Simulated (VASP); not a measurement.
# C (Fd-3m) in VASP: a series of runs, part 2 of 2

VASP 6.6.1. Earlier steps stand in the parts before.

## 4. Relaxation of cell and atoms, PBE, target pressure 20 GPa, at which the enthalpy is minimised

This run uses another cell than the first one, of 8.74 Å³/atom, 1.535 times its volume.

File INCAR:

```
SYSTEM = C
PREC = Accurate ; ENCUT = 600
EDIFF = 1E-7 ; ISMEAR = -1
SIGMA = 0.05 ; LREAL = .FALSE.
LASPH = .TRUE. ; NELM = 120
ALGO = Normal ; ISIF = 3
LWAVE = .FALSE. ; LCHARG = .FALSE.
GGA = PE ; IBRION = 2
NSW = 80 ; EDIFFG = -0.03
PSTRESS = 200.0 ; GGA_COMPAT = .FALSE.
NELMIN = 4
```

File KPOINTS:

```
Automatic mesh
0
G
  10 10 10
  0 0 0
```

File POSCAR:

```
C
1.0
    0.0000000000      2.0600000000      2.0600000000
    2.0600000000      0.0000000000      2.0600000000
    2.0600000000      2.0600000000      0.0000000000
C
2
Direct
    0.0000000000      0.0000000000      0.0000000000
    0.2500000000      0.2500000000      0.2500000000
```

Potentials or basis: VASP PAW PBE potentials, release 64 (C).

On the command line:

```bash
$ cat potpaw_PBE.64/C/POTCAR > POTCAR
$ mpirun -np 1 vasp_std > vasp.out
```

OUTCAR:

```text
SYSTEM = C
   PREC = Accurate
   ENCUT = 600
   EDIFF = 1E-7
   ISMEAR = -1
   LREAL = .FALSE.
   LASPH = .TRUE.
   NELM = 120
   ISIF = 3
   GGA = PE
   IBRION = 2
   NSW = 80
   EDIFFG = -0.03
   PSTRESS = 200.0
   NELMIN = 4

 ion  position               nearest neighbor table
   1  0.000  0.000  0.000-   2 1.78   2 1.78   2 1.78   2 1.78
   2  0.250  0.250  0.250-   1 1.78   1 1.78   1 1.78   1 1.78

  LATTYP: Found a face centered cubic cell.
 ALAT       =     4.1200000000

  Lattice vectors:

 A1 = (   0.0000000000,   2.0600000000,   2.0600000000)
 A2 = (   2.0600000000,   0.0000000000,   2.0600000000)
 A3 = (   2.0600000000,   2.0600000000,   0.0000000000)

Analysis of symmetry for initial positions (statically):
=====================================================================
 Subroutine PRICEL returns:
 Original cell was already a primitive cell.

[... 176 lines left out ...]
 cond. band min:       7.6766088165   @ k =   0.4000   0.4000   0.0000
 fundamental gap:      3.2638493316
 Fermi energy:         5.3714964100

 k-point     1 :       0.0000    0.0000    0.0000
  band No.  band energies     occupation
      1     -12.0938      2.00000
      2       4.4128      2.00000
      3       4.4128      2.00000
      4       4.4128      2.00000
      5       8.8330      0.00000
      6       8.8330      0.00000
      7       8.8330      0.00000
      8       9.3132      0.00000
[... 404 lines left out ...]
--------------------------------------- Ionic step        5  -------------------------------------------

 number of electron       8.0000000 magnetization

 Free energy of the ion-electron system (eV)
  ---------------------------------------------------
  ext. energy  EPLUGINS =         0.00000000
  ---------------------------------------------------
  free energy    TOTEN  =       -18.17862712 eV

  energy without entropy =      -18.17862712  energy(sigma->0) =      -18.17862712

 E-fermi :  11.3145     XC(G=0): -13.4453

 val. band max:       10.2914505897   @ k =   0.0000   0.0000   0.0000
 cond. band min:      14.5458459296   @ k =   0.4000   0.4000   0.0000
 fundamental gap:      4.2543953399
 Fermi energy:        11.3145346123

 k-point     1 :       0.0000    0.0000    0.0000
  band No.  band energies     occupation
      1     -11.7086      2.00000
      2      10.2915      2.00000
      3      10.2915      2.00000
      4      10.2915      2.00000
      5      15.9892      0.00000
      6      15.9892      0.00000
      7      15.9892      0.00000
      8      24.5197      0.00000
[... 286 lines left out ...]
  energy  without entropy=      -18.1786271192  energy(sigma->0) =      -18.17862712

  enthalpy is  TOTEN    =       -16.8162421353 eV   P V=        1.3623849839

 reached required accuracy - stopping structural energy minimisation
```

OSZICAR:

```text
N       E                     dE             d eps       ncg     rms          rms(c)
DAV:   1     0.750165247060E+01    0.75017E+01   -0.49663E+03   760   0.107E+03
DAV:   2    -0.158294331285E+02   -0.23331E+02   -0.22894E+02  1280   0.117E+02
DAV:   3    -0.161112357515E+02   -0.28180E+00   -0.28180E+00   800   0.167E+01
DAV:   4    -0.161120132842E+02   -0.77753E-03   -0.77753E-03  1016   0.978E-01
[... 37 lines left out ...]
DAV:   1    -0.181796228937E+02    0.15882E-01   -0.69213E-02   912   0.279E+00    0.244E-01
DAV:   2    -0.181789145812E+02    0.70831E-03   -0.56776E-04   816   0.241E-01    0.127E-01
DAV:   3    -0.181786278083E+02    0.28677E-03   -0.57770E-04   832   0.193E-01    0.198E-02
DAV:   4    -0.181786270764E+02    0.73187E-06   -0.11463E-06   760   0.156E-02    0.122E-02
DAV:   5    -0.181786271192E+02   -0.42771E-07   -0.16741E-07   888   0.630E-03
   5 F= -.16816242E+02 E0= -.16816242E+02  d E =-.297784E+01
```

CONTCAR:

```text
C
   1.00000000000000
     0.0000000000000000    1.7605572271281533    1.7605572271281533
     1.7605572271281533   -0.0000000000000000    1.7605572271281533
     1.7605572271281533    1.7605572271281533   -0.0000000000000000
  C
     2
Direct
     0.0000000000000000    0.0000000000000000    0.0000000000000000
     0.2500000000000000    0.2500000000000000    0.2500000000000000

  0.00000000E+00  0.00000000E+00  0.00000000E+00
  0.00000000E+00  0.00000000E+00  0.00000000E+00
```

Run time: 28 s. Hardware: 1 thread of AMD EPYC 9R45 (Zen 5), shared host; peak memory 0.1 GiB.

What came out:

```yaml
Free_energy: -18.1786 eV
Relaxed_volume: 5.46 Å³/atom
Relaxed_cell: a = 2.490 Å, b = 2.490 Å, c = 2.490 Å, α = 60.00°, β = 60.00°, γ = 60.00°
Space_group_after_relaxing_to_0.05_Å: Fd-3m (No. 227)
Energy_change_on_relaxing_the_enthalpy_is_what_falls: -1078.9 meV/atom
Ionic_steps: 5
Pressure_after_relaxing: 20.1 GPa
Band_gap_on_the_k_mesh: 4.25 eV, indirect (least direct gap 5.70 eV)
```

Step by step:
| step | energy change (eV) | largest force (eV/Å) | pressure (GPa) | volume (Å³) |
| --- | --- | --- | --- | --- |
| 1 | 0.0000 | 0.0000 | -80.12 | 17.48 |
| 2 | 2.6273 | 0.0000 | 507.60 | 6.98 |
| 3 | -2.1866 | 0.0000 | -0.98 | 11.42 |
| 4 | -2.1746 | 0.0000 | 12.70 | 11.08 |
| 5 | -2.1577 | 0.0000 | 20.14 | 10.91 |

Final structure:
```
C
1.0
     0.00000    1.76056    1.76056
     1.76056    0.00000    1.76056
     1.76056    1.76056    0.00000
C
2
Cartesian
  0.0000 0.0000 0.0000
  0.8803 0.8803 0.8803
```

Caveat: the cell is relaxed towards a set pressure, so the enthalpy falls and the energy may rise; the volume moved by over 15 % at a fixed basis, so the end points are rough. A hybrid or GW would open this gap; PBE tends to underestimate it.

## 5. Relaxation of cell and atoms, PBE, target pressure 40 GPa, at which the enthalpy is minimised

This run uses another cell than the first one, of 8.74 Å³/atom, 1.535 times its volume.

File INCAR:

```
SYSTEM = C
PREC = Accurate
ENCUT = 600
EDIFF = 1E-7
ISMEAR = -1
SIGMA = 0.05
LREAL = .FALSE.
LASPH = .TRUE.
NELM = 120
ALGO = Normal
ISIF = 3
LWAVE = .FALSE.
LCHARG = .FALSE.
GGA = PE
IBRION = 2
NSW = 80
EDIFFG = -0.03
PSTRESS = 400.0
GGA_COMPAT = .FALSE.
NELMIN = 4
```

File KPOINTS:

```
regular mesh
0
G
  10 10 10
  0 0 0
```

POSCAR is that of step 4.

On the command line:

```bash
$ cat potpaw_PBE.64/C/POTCAR > POTCAR
$ mpirun -np 1 vasp_std > vasp.out
```

Run time: 30 s. Hardware: 1 thread of AMD EPYC 9R45 (Zen 5), shared host; peak memory 0.1 GiB.

The run converged. Its results:

| Quantity | Value |
| --- | --- |
| Free energy | -18.1015 eV |
| Relaxed volume | 5.25 Å³/atom |
| Relaxed cell | a = 2.458 Å, b = 2.458 Å, c = 2.458 Å, α = 60.00°, β = 60.00°, γ = 60.00° |
| Space group after relaxing (to 0.05 Å) | Fd-3m (No. 227) |
| Energy change on relaxing (the enthalpy is what falls) | -1040.3 meV/atom |
| Ionic steps | 5 |
| Pressure after relaxing | 40.9 GPa |
| Band gap on the k mesh | 4.34 eV, indirect (least direct gap 5.80 eV) |

Step by step:
```tsv
step	energy change (eV)	largest force (eV/Å)	pressure (GPa)	volume (Å³)
1	0.0000	0.0000	-80.12	17.48
2	9.2037	0.0000	1079.10	5.59
3	-2.1855	0.0000	-3.78	11.49
4	-2.1578	0.0000	20.12	10.91
5	-2.0807	0.0000	40.90	10.51
```

Final structure:
```
C
1.0
     0.00000    1.73830    1.73830
     1.73830    0.00000    1.73830
     1.73830    1.73830    0.00000
C
2
Direct
  0.00000 0.00000 0.00000
  0.25000 0.25000 0.25000
```

Levels at points of the mesh, in eV from the valence-band top:
```csv
k point,band 1,band 2,band 3,band 4,band 5,band 6,band 7,band 8
"(0.00, 0.00, 0.00)",-22.53,0.00,0.00,0.00,5.80,5.80,5.80,15.14
"(0.50, 0.00, 0.00)",-16.30,-14.25,-3.00,-3.00,8.78,8.78,9.92,16.39
"(0.50, 0.50, 0.00)",-13.33,-13.33,-6.78,-6.78,4.92,4.92,18.01,18.01
```

Caveat: the cell is relaxed towards a set pressure, so the enthalpy falls and the energy may rise; the volume moved by over 15 % at a fixed basis, so the end points are rough.

## 6. Relaxation of cell and atoms, PBE, target pressure 60 GPa, at which the enthalpy is minimised

This run uses another cell than the first one, of 8.74 Å³/atom, 1.535 times its volume.

File INCAR:

```
SYSTEM = C
ALGO     = Normal         ! electronic algorithm
EDIFF    = 1E-7           ! SCF threshold, eV
EDIFFG   = -0.03          ! ionic threshold
ENCUT    = 600            ! plane-wave cutoff, eV
GGA      = PE             ! functional
GGA_COMPAT= .False.      
IBRION   = 2              ! ionic algorithm
ISIF     = 3              ! what is computed and relaxed
ISMEAR   = -1             ! smearing method
LASPH    = .True.         ! aspherical terms in the spheres
LCHARG   = .False.        ! write CHGCAR
LREAL    = .False.        ! projectors in reciprocal space
LWAVE    = .False.        ! write WAVECAR
NELM     = 120            ! most SCF steps
NELMIN   = 4            
NSW      = 80             ! ionic steps
PREC     = Accurate       ! precision mode
PSTRESS  = 600.0        
SIGMA    = 0.05           ! smearing width, eV
```

File KPOINTS:

```
k-points
0
Gamma
  10 10 10
  0 0 0
```

POSCAR is that of step 5.

Potentials or basis: VASP PAW PBE potentials, release 64 (C).

On the command line:

```bash
$ cat potpaw_PBE.64/C/POTCAR > POTCAR
$ mpirun -np 1 vasp_std > vasp.out
```

Run time: 59 s. Hardware: 1 thread of AMD EPYC 9R45 (Zen 5), shared host; peak memory 0.09 GiB.

The run converged. Its results:

- Free energy: -18.0003 eV
- Relaxed volume: 5.09 Å³/atom
- Relaxed cell: a = 2.433 Å, b = 2.433 Å, c = 2.433 Å, α = 60.00°, β = 60.00°, γ = 60.00°
- Space group after relaxing (to 0.05 Å): Fd-3m (No. 227)
- Energy change on relaxing (the enthalpy is what falls): -989.7 meV/atom
- Ionic steps: 18
- Pressure after relaxing: 60.0 GPa
- Band gap on the k mesh: 4.41 eV, indirect (least direct gap 5.89 eV)

The path:
```
step  energy change (eV)  largest force (eV/Å)  pressure (GPa)  volume (Å³)
   1              0.0000                0.0000          -80.12        17.48
   2             20.7456                0.0000         2161.81         4.40
   3             -2.1709                0.0000          -13.22        11.76
   4             -2.1611                0.0000           18.88        10.94
   5             -1.9576                0.0000           63.61        10.13
   6             -2.0031                0.0000           55.93        10.25
   7             -2.0020                0.0000           56.11        10.24
   8             -1.9990                0.0000           56.65        10.24
   9             -1.9989                0.0000           56.65        10.24
  10             -1.9988                0.0000           56.67        10.24
  11             -1.9986                0.0000           56.71        10.24
  12             -1.9982                0.0000           56.78        10.23
  13             -1.9974                0.0000           56.92        10.23
  14             -1.9957                0.0000           57.21        10.23
  15             -1.9924                0.0000           57.79        10.22
  16             -1.9856                0.0000           58.96        10.20
  17             -1.9716                0.0000           61.31        10.16
  18             -1.9795                0.0000           59.99        10.18
```

Final structure:
```
C
1.0
     0.00000    1.72031    1.72031
     1.72031    0.00000    1.72031
     1.72031    1.72031    0.00000
C
2
Direct
  0.00000 0.00000 0.00000
  0.25000 0.25000 0.25000
```

Levels at points of the mesh, in eV from the valence-band top:
```csv
k point,band 1,band 2,band 3,band 4,band 5,band 6,band 7,band 8
"(0.00, 0.00, 0.00)",-22.98,0.00,0.00,0.00,5.89,5.89,5.89,15.89
"(0.50, 0.00, 0.00)",-16.56,-14.63,-3.09,-3.09,8.91,8.91,10.36,16.67
"(0.50, 0.50, 0.00)",-13.57,-13.57,-6.98,-6.98,4.98,4.98,18.51,18.51
```

Caveat: the cell is relaxed towards a set pressure, so the enthalpy falls and the energy may rise; the volume moved by over 15 % at a fixed basis, so the end points are rough.

## 7. The runs side by side

| task | cell | gap on the mesh (eV) | pressure (GPa) |
| --- | --- | --- | --- |
| single point | a = 2.526 Å, angles 60.0°, 2 atoms | 4.16 | -0.1 |
| relaxation of cell and atoms | relaxed from a = 2.913 Å, angles 60.0°, 2 atoms | 4.16 | 0.0 |
| relaxation of cell and atoms | relaxed to 20 GPa from a = 2.913 Å, angles 60.0°, 2 atoms | 4.25 | 20.1 |
| relaxation of cell and atoms | relaxed to 40 GPa from a = 2.913 Å, angles 60.0°, 2 atoms | 4.34 | 40.9 |
| relaxation of cell and atoms | relaxed to 60 GPa from a = 2.913 Å, angles 60.0°, 2 atoms | 4.41 | 60.0 |

Alike in all rows: level PBE; potentials or basis VASP PAW PBE potentials, release 64 (C); no spin polarisation; k mesh 10 × 10 × 10; cutoff (eV) 600; smearing fermi-dirac 0.05 eV.

Caveats: the volume moved by over 15 % at a fixed basis, so the end points are rough (some runs); the cell is relaxed towards a set pressure, so the enthalpy falls and the energy may rise (some runs).

Absolute energies hang on the potentials; compare differences alone.
